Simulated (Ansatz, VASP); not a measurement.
# LiF: VASP beside Ansatz

```
Li F
1.0
     2.69581    0.00000    0.00000
     0.00000    2.69581    0.00000
     0.00000    0.00000   23.80000
Li F
1 1
Direct
  0.50000 0.50000 0.29412
  0.00000 0.00000 0.29412
```

Alike in both runs: functional PBE; k mesh 8 × 8 × 1; occupations gaussian, width 0.02 eV; no spin polarisation.

Ansatz relaxed the structure, and its values are those at the end. VASP's run is a single point on that final structure, the one shown.

|  | VASP | Ansatz |
| --- | --- | --- |
| version | VASP 6.6.1 | Ansatz 0.2.0 |
| potentials or method | VASP PAW PBE potentials, release 64 (Li_sv, F), cutoff 650 eV | scalar-relativistic, plane waves, PAW |
| valence electrons in the cell | 10 | 10 |

|  | VASP | Ansatz | Ansatz less VASP |
| --- | --- | --- | --- |
| gap on the k mesh at the Fermi level (eV) | 6.23 | 6.23 | -0.002 |
| least direct gap on the mesh (eV) | 6.59 | 6.59 | 0.000 |
